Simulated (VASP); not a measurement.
# AlNi in VASP: notebook

Runs on AlNi. Level: r2SCAN. Tasks: single point.

All numbers are computed with VASP 6.6.1; they aren't measurements. Logs are shortened: lines on timing, memory, paths and dates and some standing lists are left out, and cuts for length are marked.

**1. The cell of the first run**

The typed cell holds 2 atoms: a = 2.731 Å, b = 2.775 Å, c = 3.175 Å, α = 88.96°, β = 90.16°, γ = 90.66°.

**2. Single point, r2SCAN**

POSCAR

```
AlNi
1.0
    1.9200181183     -1.9425589801     -0.0037790393
    1.9512319427      1.9735411424      0.0255001712
    0.0173630105      0.0232309344      3.1752880394
Al Ni
1 1
Direct
   -0.0042343019      0.0203536993     -0.0081235684
    0.5000516049      0.4946897599      0.4962920952
```

INCAR.step1

```
SYSTEM = AlNi
PREC     = Accurate       ! precision mode
ENCUT    = 520            ! plane-wave cutoff, eV
ISMEAR   = 0              ! smearing method
SIGMA    = 0.1            ! smearing width, eV
LREAL    = .FALSE.        ! projectors in reciprocal space
LASPH    = .TRUE.         ! aspherical terms in the spheres
NELM     = 100            ! most SCF steps
NBANDS   = 14             ! bands
GGA      = PE             ! functional
ALGO     = Normal         ! electronic algorithm
EDIFF    = 1E-4           ! SCF threshold, eV
LWAVE    = .TRUE.         ! write WAVECAR
LCHARG   = .FALSE.        ! write CHGCAR
```

INCAR.step2

```
SYSTEM = AlNi
PREC     = Accurate       ! precision mode
ENCUT    = 520            ! plane-wave cutoff, eV
EDIFF    = 1E-7           ! SCF threshold, eV
ISMEAR   = 0              ! smearing method
SIGMA    = 0.1            ! smearing width, eV
LREAL    = .FALSE.        ! projectors in reciprocal space
LASPH    = .TRUE.         ! aspherical terms in the spheres
NELM     = 100            ! most SCF steps
ALGO     = Normal         ! electronic algorithm
ISIF     = 2              ! what is computed and relaxed
LWAVE    = .FALSE.        ! write WAVECAR
LCHARG   = .FALSE.        ! write CHGCAR
METAGGA  = R2SCAN         ! meta-GGA
LMIXTAU  = .TRUE.       
NBANDS   = 14             ! bands
ISTART   = 1
```

KPOINTS

```
regular mesh
0
G
  4 4 4
  0 0 0
```

Potentials or basis: VASP PAW PBE potentials, release 64 (Al, Ni).

Launch:

```console
$ cat potpaw_PBE.64/Al/POTCAR potpaw_PBE.64/Ni/POTCAR > POTCAR
$ cp INCAR.step1 INCAR
$ mpirun -np 1 vasp_std > vasp.out
$ cp INCAR.step2 INCAR
$ mpirun -np 1 vasp_std > vasp.out
```

OUTCAR:

```text
SYSTEM = AlNi
   PREC = Accurate
   ENCUT = 520
   EDIFF = 1E-7
   ISMEAR = 0
   LREAL = .FALSE.
   LASPH = .TRUE.
   NELM = 100
   ISIF = 2
   METAGGA = R2SCAN
   ISTART = 1

 ion  position               nearest neighbor table
   1  0.996  0.020  0.992-   2 2.45   2 2.45   2 2.49   2 2.50   2 2.53   2 2.54   2 2.56   2 2.58

   2  0.500  0.495  0.496-   1 2.45   1 2.45   1 2.49   1 2.50   1 2.53   1 2.54   1 2.56   1 2.58

  LATTYP: Found a triclinic cell.
 ALAT       =     6.3109597888
 B/A-ratio  =     0.9663547015
 C/A-ratio  =     1.3956002506
 COS(alpha) =     0.0000535922
 COS(beta)  =     0.6296017415
 COS(gamma) =     0.7737014820

  Lattice vectors:

 A1 = (  -3.8573992471,   3.8618870258,  -3.1677299608)
 A2 = (  -5.7912681793,   1.9115768178,  -0.0179420926)
 A3 = (   1.9477197461,   5.8431793961,  -6.2957966971)

Analysis of symmetry for initial positions (statically):
=====================================================================
 Subroutine PRICEL returns:
 Original cell was already a primitive cell.

 Routine SETGRP: Setting up the symmetry group for a
 triclinic supercell.

 Subroutine GETGRP returns: Found  1 space group operations
 (whereof  1 operations were pure point group operations)
 out of a pool of  2 trial point group operations.

The static configuration has the point symmetry C_1 .

Analysis of symmetry for dynamics (positions and initial velocities):
=====================================================================
 Subroutine PRICEL returns:
 Original cell was already a primitive cell.

 Routine SETGRP: Setting up the symmetry group for a
 triclinic supercell.

 Subroutine GETGRP returns: Found  1 space group operations
 (whereof  1 operations were pure point group operations)
 out of a pool of  2 trial point group operations.

The dynamic configuration has the point symmetry C_1 .

 Subroutine INISYM returns: Found  1 space group operations
 (whereof  1 operations are pure point group operations),
 and found     1 'primitive' translations

----------------------------------------------------------------------------------------

                                     Primitive cell

  volume of cell :      24.0654

  direct lattice vectors                    reciprocal lattice vectors
     1.920018118 -1.942558980 -0.003779039     0.260372202 -0.257434856  0.000459677
     1.951231943  1.973541142  0.025500171     0.256305261  0.253337505 -0.003254980
     0.017363011  0.023230934  3.175288039    -0.001748462 -0.002340892  0.314958746

  length of vectors
     2.731303580  2.775395646  3.175420489     0.366151062  0.360392666  0.314972298

  position of ions in fractional coordinates (direct lattice)
     0.995765698  0.020353699  0.991876432
     0.500051605  0.494689760  0.496292095

  ion indices of the primitive-cell ions
   primitive index   ion index
                 1           1
                 2           2

----------------------------------------------------------------------------------------

 KPOINTS: regular mesh

Automatic generation of k-mesh.
 Grid dimensions read from file:
 generate k-points for:    4    4    4

 Generating k-lattice:

  Cartesian coordinates                     Fractional coordinates (reciprocal lattice)
     0.065093051 -0.064358714  0.000114919     0.250000000  0.000000000 -0.000000000
     0.064076315  0.063334376 -0.000813745     0.000000000  0.250000000  0.000000000
    -0.000437116 -0.000585223  0.078739687     0.000000000  0.000000000  0.250000000

  Length of vectors
     0.091537765  0.090098166  0.078743075

  Shift w.r.t. Gamma in fractional coordinates (k-lattice)
     0.000000000  0.000000000  0.000000000

 Subroutine IBZKPT returns following result:
 ===========================================

 Found     36 irreducible k-points:

 Following reciprocal coordinates:
            Coordinates               Weight
  0.000000  0.000000  0.000000      1.000000
  0.250000  0.000000  0.000000      2.000000
  0.500000  0.000000  0.000000      1.000000
 -0.000000  0.250000 -0.000000      2.000000
  0.250000  0.250000 -0.000000      2.000000
  0.500000  0.250000  0.000000      2.000000
[... 16 lines left out ...]
  0.000000 -0.250000  0.250000      2.000000
  0.250000 -0.250000  0.250000      2.000000
 [... further k-points ...]
   k-points           NKPTS =     36   k-points in BZ     NKDIM =     36   number of bands    NBANDS=     14
   number of dos      NEDOS =    301   number of ions     NIONS =      2
   total plane-waves  NPLWV =  11520
   dimension x,y,z NGX =    20 NGY =   24 NGZ =   24
   dimension x,y,z NGXF=    40 NGYF=   48 NGZF=   48
   ions per type =               1   1
   NGX,Y,Z   is equivalent  to a cutoff of  12.17, 14.38, 12.56 a.u.
   NGXF,Y,Z  is equivalent  to a cutoff of  24.35, 28.75, 25.13 a.u.
 SYSTEM =  AlNi
   PREC   = accura    normal or accurate (medium, high low for compatibility)
   ISTART =      1    job   : 0-new  1-cont  2-samecut
   ICHARG =      0    charge: 1-file 2-atom 10-const
   ISPIN  =      1    spin polarized calculation?
   LNONCOLLINEAR =      F non collinear calculations
   LSORBIT =      F    spin-orbit coupling
   LASPH  =      T    aspherical Exc in radial PAW
   ENCUT  =  520.0 eV  38.22 Ry    6.18 a.u.   5.08  5.16  5.90*2*pi/ulx,y,z
   NELM   =    100;   NELMIN=  2; NELMDL=  0     # of ELM steps
   EDIFF  = 0.1E-06   stopping-criterion for ELM
   LREAL  =      F    real-space projection
   EDIFFG = 0.1E-05   stopping-criterion for IOM
   NSW    =      0    number of steps for IOM
   IBRION =     -1    ionic relax: 0-MD 1-quasi-New 2-CG
   NFREE  =      0    steps in history (QN), initial steepest desc. (CG)
   ISIF   =      2    stress and relaxation
   ISYM   =      2    0-nonsym 1-usesym 2-fastsym
   POTIM  = 0.5000    time-step for ionic-motion
   TEBEG  =    0.0;   TEEND  =   0.0 temperature during run
   PSTRESS=    0.0 pullay stress
   NELECT =      13.0000    total number of electrons
   NUPDOWN=      -1.0000    fix difference up-down
   EMIN   =  10.00;   EMAX   =-10.00  energy-range for DOS
   EFERMI =   0.00;   METHOD = LEGACY
   ISMEAR =     0;   SIGMA  =   0.10  broadening in eV -4-tet -1-fermi 0-gaus
   EFERMI_NEDOS =   21; number of points for ismear=-14 and -15
   IALGO  =     38    algorithm
[... 6 lines left out ...]
   LORBIT       =      0    0 simple, 1 ext, 2 COOP (PROOUT), +10 PAW based schemes
   METAGGA = R2SCAN    functional components
   LHFCALC =     F    Hartree Fock is set to
   AEXX    =    0.0000 exact exchange contribution
   IVDW    =     0    specifies the selected vdW correction
   LEPSILON=     F    determine dielectric tensor
   LRPA    =     F    only Hartree local field effects (RPA)
 non-spin polarized calculation
 Gauss-broadening in eV      SIGMA  =   0.10
  energy-cutoff  :      520.00
  volume of cell :       24.07
 maximum number of plane-waves:       658
   NGX = 11   NGY = 11   NGZ = 11

 number of electron      13.0000002 magnetization

 Free energy of the ion-electron system (eV)
  ---------------------------------------------------
  ext. energy  EPLUGINS =         0.00000000
  ---------------------------------------------------
  free energy    TOTEN  =       -19.96393417 eV

  energy without entropy =      -19.95356334  energy(sigma->0) =      -19.95874876

 E-fermi :   9.6635     XC(G=0): -12.9749

 val. band max:        9.6272572443   @ k =   0.5000   0.0000   0.0000
 cond. band min:       9.6670858013   @ k =   0.5000   0.5000   0.2500
 fundamental gap:      0.0398285569
 Fermi energy:         9.6635099452

 k-point     1 :       0.0000    0.0000    0.0000
  band No.  band energies     occupation
      1      -1.8802      2.00000
      2       6.3401      2.00000
      3       6.6257      2.00000
      4       8.1559      2.00000
      5       8.1968      2.00000
      6       8.5340      2.00000
      7      12.4054      0.00000
      8      16.7868      0.00000
      9      17.2588      0.00000
     10      17.8907      0.00000
     11      18.8313      0.00000
     12      25.4207      0.00000
     13      30.5609      0.00000
     14      31.1397      0.00000

 k-point     2 :       0.2500    0.0000    0.0000
  band No.  band energies     occupation
      1      -0.5557      2.00000
      2       6.3936      2.00000
      3       6.7543      2.00000
      4       7.4698      2.00000
      5       8.1246      2.00000
      6       8.2329      2.00000
      7      11.6215      0.00000
      8      14.2295      0.00000
      9      17.3354      0.00000
     10      18.7584      0.00000
     11      22.1997      0.00000
     12      24.4110      0.00000
     13      27.6748      0.00000
     14      28.3217      0.00000

 k-point     3 :       0.5000    0.0000    0.0000
  band No.  band energies     occupation
      1       2.9354      2.00000
      2       3.2475      2.00000
      3       6.9586      2.00000
      4       7.0822      2.00000
      5       7.7664      2.00000
      6       8.3014      2.00000
      7       9.6273      1.39183
      8      17.5431      0.00000
      9      17.9940      0.00000
     10      19.3430      0.00000
     11      22.0127      0.00000
     12      23.1729      0.00000
     13      23.2277      0.00000
     14      25.7037      0.00000

 k-point     4 :      -0.0000    0.2500   -0.0000
  band No.  band energies     occupation
      1      -0.5962      2.00000
      2       6.3198      2.00000
      3       6.7109      2.00000
      4       7.4799      2.00000
      5       8.1705      2.00000
      6       8.2557      2.00000
      7      11.3474      0.00000
      8      14.1803      0.00000
      9      17.2973      0.00000
     10      19.3264      0.00000
     11      22.4698      0.00000
     12      24.0771      0.00000
     13      27.4655      0.00000
     14      28.5990      0.00000

 k-point     5 :       0.2500    0.2500   -0.0000
  band No.  band energies     occupation
      1       0.7064      2.00000
      2       6.5542      2.00000
      3       6.8706      2.00000
      4       7.4846      2.00000
      5       7.7612      2.00000
      6       7.7919      2.00000
      7      11.4968      0.00000
      8      13.6703      0.00000
      9      15.8668      0.00000
     10      18.6314      0.00000
     11      22.4347      0.00000
[... 276 lines left out ...]
 k-point    22 :      -0.2500    0.5000    0.2500
  band No.  band energies     occupation
      1       4.2326      2.00000
      2       4.8778      2.00000
      3       6.4350      2.00000
      4       7.5842      2.00000
      5       7.6218      2.00000
      6       8.6157      2.00000
      7       9.5351      1.93055
      8      14.4948      0.00000
      9      14.9246      0.00000
     10      17.1322      0.00000
     11      17.3781      0.00000
     12      22.7762      0.00000
     13      26.1724      0.00000
     14      27.7779      0.00000

 k-point    23 :       0.0000   -0.2500    0.2500
  band No.  band energies     occupation
      1       0.3831      2.00000
      2       5.9522      2.00000
      3       6.5980      2.00000
      4       7.3408      2.00000
      5       8.0566      2.00000
      6       8.2132      2.00000
      7      10.0681      0.00000
      8      12.3637      0.00000
      9      18.9688      0.00000
     10      20.4941      0.00000
     11      22.3439      0.00000
     12      24.9923      0.00000
     13      27.5194      0.00000
     14      29.0676      0.00000

 k-point    24 :       0.2500   -0.2500    0.2500
  band No.  band energies     occupation
      1       1.5687      2.00000
      2       6.2976      2.00000
      3       6.8341      2.00000
      4       7.4369      2.00000
      5       7.6214      2.00000
      6       7.8313      2.00000
      7      11.2451      0.00000
      8      12.6046      0.00000
      9      14.8855      0.00000
     10      20.1095      0.00000
     11      20.9074      0.00000
     12      22.3683      0.00000
     13      25.5832      0.00000
     14      30.0888      0.00000

 [... further k-points ...]

------------------------ aborting loop because EDIFF is reached ----------------------------------------

  FORCE on cell =-STRESS in cart. coord.  units (eV):
  Direction    XX          YY          ZZ          XY          YZ          ZX
  --------------------------------------------------------------------------------------
  -------------------------------------------------------------------------------------
  Total        0.1693218      0.2016886     -1.7974398     -0.1653865     -0.2634539     -0.2121474
  in kB       11.2727502     13.4275990   -119.6661453    -11.0107501    -17.5396739    -14.1239021
  external PRESSURE =     -31.6552654 kB  Pullay stress =       0.0000000 kB

 VOLUME and BASIS-vectors are now :
 -----------------------------------------------------------------------------
  energy-cutoff  :      520.00
  volume of cell :       24.07
      direct lattice vectors                 reciprocal lattice vectors
     1.920018118 -1.942558980 -0.003779039     0.260372202 -0.257434856  0.000459677
     1.951231943  1.973541142  0.025500171     0.256305261  0.253337505 -0.003254980
     0.017363011  0.023230934  3.175288039    -0.001748462 -0.002340892  0.314958746

 POSITION                                       TOTAL-FORCE (eV/Angst)
 -----------------------------------------------------------------------------------
      1.96882     -1.87112      3.14625        -0.237158     -0.309395      0.118977
      1.93398      0.01644      1.58660         0.237158      0.309395     -0.118977
 -----------------------------------------------------------------------------------
    total drift:                                0.001544     -0.000598     -0.002149

  FREE ENERGIE OF THE ION-ELECTRON SYSTEM (eV)
  ---------------------------------------------------
  free  energy   TOTEN  =       -19.9639341712 eV

  energy  without entropy=      -19.9535633439  energy(sigma->0) =      -19.95874876
```

Run time: 85 s. Hardware: 1 thread of Intel Xeon 8259CL, shared host; peak memory 0.14 GiB.

Results:

```yaml
Free_energy: -19.9639 eV
Pressure: -3.2 GPa
Largest_force: 0.408 eV/Å
Band_gap_on_the_k_mesh: zero (an odd number of electrons rules out a gap without spin polarisation)
```

Forces in eV/Å, atoms in the order of the input:
```
Al  -0.237 -0.309  0.119
Ni   0.237  0.309 -0.119
```

Caveat: the k points lie up to 0.58 Å⁻¹ apart, too coarse for converged energies and pressures of a metal; the PAW data sets were made with another functional, which shifts forces and pressure a little. Spin polarisation is off, so any magnetic state and its effect on volume and gap are missing.

**3. Single point, r2SCAN**

This run uses another cell than the first one, of 11.74 Å³/atom.

POSCAR

```
AlNi
1.0
    1.9386940000     -1.9531901500      0.0000000000
    1.9386940000      1.9531901500      0.0000000000
    0.0000000000      0.0000000000      3.0994300413
Al Ni
1 1
Direct
    0.0000000000      0.0000000000      0.0000000000
    0.5000000000      0.5000000000      0.5000000000
```

INCAR.step1

```
SYSTEM = AlNi
ALGO = Normal
EDIFF = 1E-4
ENCUT = 520
GGA = PE
ISMEAR = 0
LASPH = .TRUE.
LCHARG = .FALSE.
LREAL = .FALSE.
LWAVE = .TRUE.
NBANDS = 14
NELM = 100
PREC = Accurate
SIGMA = 0.1
```

INCAR.step2

```
SYSTEM = AlNi
ALGO = Normal
EDIFF = 1E-6
ENCUT = 520
ISIF = 2
ISMEAR = 0
ISTART = 1
LASPH = .TRUE.
LCHARG = .FALSE.
LMIXTAU = .TRUE.
LREAL = .FALSE.
LWAVE = .FALSE.
METAGGA = R2SCAN
NBANDS = 14
NELM = 100
PREC = Accurate
SIGMA = 0.1
```

KPOINTS

```
k-points
0
G
  8 8 6
  0 0 0
```

Potentials or basis: VASP PAW PBE potentials, release 64 (Al, Ni).

Launch:

```console
$ cat potpaw_PBE.64/Al/POTCAR potpaw_PBE.64/Ni/POTCAR > POTCAR
$ cp INCAR.step1 INCAR
$ mpirun -np 1 vasp_std > vasp.out
$ cp INCAR.step2 INCAR
$ mpirun -np 1 vasp_std > vasp.out
```

It took 1.9 min on 1 thread of Intel Xeon 8259CL, shared host; peak memory 0.15 GiB.

The run converged. Its results:

```yaml
Free_energy: -20.0167 eV
Pressure: 0.4 GPa
Band_gap_on_the_k_mesh: zero (an odd number of electrons rules out a gap without spin polarisation)
```

Stress tensor (GPa, compression positive):
```
 2.20  0.00  0.00
 0.00  0.89  0.00
 0.00  0.00 -1.80
```

Levels at points of the mesh, in eV from the Fermi level:
| k point | band 4 | band 5 | band 6 | band 7 | band 8 | band 9 | band 10 | band 11 |
| --- | --- | --- | --- | --- | --- | --- | --- | --- |
| (0.00, 0.00, 0.00) | -1.72 | -1.70 | -1.50 | 3.15 | 7.41 | 7.54 | 7.58 | 8.97 |
| (0.50, 0.00, 0.00) | -2.86 | -2.23 | -1.59 | -0.37 | 8.20 | 8.29 | 9.96 | 12.27 |
| (0.50, 0.50, 0.00) | -2.55 | -2.54 | -2.49 | -0.87 | 2.34 | 3.52 | 11.66 | 14.29 |
| (0.00, 0.00, 0.50) | -2.17 | -2.15 | -1.45 | -1.29 | 8.78 | 11.82 | 11.86 | 12.28 |
| (0.50, 0.00, 0.50) | -3.10 | -2.15 | -1.98 | -1.27 | 1.40 | 2.40 | 14.70 | 16.33 |
| (0.50, 0.50, 0.50) | -1.24 | -0.86 | 1.88 | 2.13 | 2.25 | 4.23 | 4.33 | 4.70 |

Caveat: the PAW data sets were made with another functional, which shifts forces and pressure a little. Spin polarisation is off, so any magnetic state and its effect on volume and gap are missing.

**4. Single point, r2SCAN**

This run uses another cell than the first one, of 11.74 Å³/atom.

POSCAR is that of step 3.

INCAR.step1

```
  PREC = Accurate
  ENCUT = 520
  ISMEAR = 0
  SIGMA = 0.01
  LREAL = False
  LASPH = True
  NELM = 60
  NBANDS = 14
  GGA = PE
  ALGO = Normal
  EDIFF = 1E-4
  LWAVE = True
  LCHARG = False
```

INCAR.step2

```
  PREC = Accurate
  ENCUT = 520
  EDIFF = 1E-7
  ISMEAR = 0
  SIGMA = 0.01
  LREAL = False
  LASPH = True
  NELM = 60
  ALGO = Normal
  ISIF = 2
  LWAVE = False
  LCHARG = False
  METAGGA = R2SCAN
  LMIXTAU = True
  NBANDS = 14
  ISTART = 1
```

KPOINTS

```
regular mesh
0
Gamma
  8 8 7
```

Launch:

```console
$ cat potpaw_PBE.64/Al/POTCAR potpaw_PBE.64/Ni/POTCAR > POTCAR
$ cp INCAR.step1 INCAR
$ mpirun -np 1 vasp_std > vasp.out
$ cp INCAR.step2 INCAR
$ mpirun -np 1 vasp_std > vasp.out
```

It took 2.5 min on 1 thread of Intel Xeon 8259CL, shared host; peak memory 0.15 GiB.

Results (log left out):

```yaml
Free_energy: -20.0078 eV
Pressure: 0.4 GPa
Band_gap_on_the_k_mesh: zero (an odd number of electrons rules out a gap without spin polarisation)
```

Stress tensor (GPa, compression positive):
```
 2.63  0.00  0.00
 0.00  0.79  0.00
 0.00  0.00 -2.13
```

Levels at points of the mesh, in eV from the Fermi level:
```tsv
k point	band 2	band 3	band 4	band 5	band 6	band 7	band 8	band 9	band 10	band 11
(0.00, 0.00, 0.00)	-3.60	-3.41	-1.75	-1.73	-1.51	3.13	7.39	7.52	7.56	8.95
(0.50, 0.00, 0.00)	-6.87	-2.92	-2.89	-2.25	-1.61	-0.39	8.18	8.28	9.94	12.26
(0.50, 0.50, 0.00)	-3.43	-2.63	-2.57	-2.57	-2.50	-0.89	2.31	3.50	11.65	14.27
```

Caveat: the PAW data sets were made with another functional, which shifts forces and pressure a little. Spin polarisation is off, so any magnetic state and its effect on volume and gap are missing.

**5. The runs side by side**

```csv
cell,k mesh,smearing,gap on the mesh (eV),pressure (GPa)
"a = 2.731, b = 2.775, c = 3.175 Å, angles 89.0, 90.2, 90.7°, 2 atoms, atomic positions A",4 × 4 × 4,gaussian 0.1 eV,none,-3.2
"a = 2.752, b = 2.752, c = 3.099 Å, angles 90.0, 90.0, 90.4°, 2 atoms, atomic positions B",8 × 8 × 6,gaussian 0.1 eV,none,0.4
"a = 2.752, b = 2.752, c = 3.099 Å, angles 90.0, 90.0, 90.4°, 2 atoms, atomic positions B",8 × 8 × 7,gaussian 0.01 eV,none,0.4
```

Alike in all rows: task single point; level r2SCAN; potentials or basis VASP PAW PBE potentials, release 64 (Al, Ni); no spin polarisation; cutoff (eV) 520.

Caveats: some runs use coarse meshes; the PAW data sets were made with another functional, which shifts forces and pressure a little.

Absolute energies hang on the potentials; compare differences alone.
